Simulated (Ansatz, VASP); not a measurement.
**One calculation of MoS2, two programs**

Contents of INCAR:

```
SYSTEM = MoS2
PREC = Accurate
ENCUT = 520
EDIFF = 1E-6
ISMEAR = -1
SIGMA = 0.03
LREAL = .FALSE.
LASPH = .TRUE.
NELM = 80
ALGO = Normal
ISIF = 2
LWAVE = .FALSE.
LCHARG = .FALSE.
NBANDS = 35
```

The input KPOINTS:

```
Automatic mesh
0
G
  10 10 3
  0 0 0
```

POSCAR

```
MoS2
1.0
    3.1610016016     -0.0474150240     -0.0474150240
   -1.6215634161      2.7612152004     -0.0173551033
   -0.1844250000     -0.1844250000     12.2950000000
Mo S
2 4
Direct
    0.3333333333      0.6666666667      0.2500000000
    0.6666666667      0.3333333333      0.7500000000
    0.3333333333      0.6666666667      0.6275000000
    0.6666666667      0.3333333333      0.1275000000
    0.3333333333      0.6666666667      0.8725000000
    0.6666666667      0.3333333333      0.3725000000
```

Input for Ansatz:

```yaml
crystal:
  lattice:
    - [3.1610016016, -0.047415024, -0.047415024]
    - [-1.6215634161, 2.7612152004, -0.0173551033]
    - [-0.184425, -0.184425, 12.295]
  atoms:
    - { symbol: Mo, position: [0.3333333333, 0.6666666667, 0.25] }
    - { symbol: Mo, position: [0.6666666667, 0.3333333333, 0.75] }
    - { symbol: S, position: [0.3333333333, 0.6666666667, 0.6275] }
    - { symbol: S, position: [0.6666666667, 0.3333333333, 0.1275] }
    - { symbol: S, position: [0.3333333333, 0.6666666667, 0.8725] }
    - { symbol: S, position: [0.6666666667, 0.3333333333, 0.3725] }
kpoints:
  mp_grid: { grid: [10, 10, 3] }
  band_path:
    path:
      - [0.0, 0.0, 0.0]
      - [0.0, 0.0, 0.5]
      - [-0.5, 0.5, 0.0]
      - [0.0, 0.0, 0.0]
      - [0.0, -0.5, 0.0]
      - [-0.5, 0.0, 0.5]
      - [0.0, 0.0, 0.0]
      - [-0.5, 0.0, 0.0]
      - [0.0, -0.5, 0.5]
    npoints: 5
scf:
  occupations: { method: fermi_dirac, width: 0.03 }
hamiltonian:
  xc: lda
  pseudopotentials: { kind: all_electron, lapw: { basis_error: 0.001 } }
output:
  forces: true
  stress: true
  eigenvalues: true
```

Change from the starting cell: equal xy, yz and zx shear strains of -3 %.

Alike in both runs: task single point; functional LDA; k mesh 10 × 10 × 3; occupations fermi-dirac, width 0.03 eV; no spin polarisation.

|  | VASP | Ansatz |
| --- | --- | --- |
| version | VASP 6.6.1 | Ansatz 0.2.0 |
| potentials or method | VASP PAW LDA potentials, release 64 (Mo_sv, S), cutoff 520 eV | all-electron LAPW, scalar-relativistic |

Ansatz gave:

- pressure (GPa): 1.6
- traceless stress, the component that is largest in VASP (GPa): 4.66
- rms of the force components (eV/Å): 0.523

Task: Estimate VASP's values.

Result: Pressure (GPa): 1.6; traceless stress, the component that is largest in VASP (GPa): 4.65; rms of the force components (eV/Å): 0.525.

LDA's correlation is that of Perdew and Zunger in VASP and of Perdew and Wang (1992) in Ansatz. Atom by atom the forces differ by 0.004 eV/Å (rms over components). Ansatz ran all-electron here, and VASP with PAW potentials.
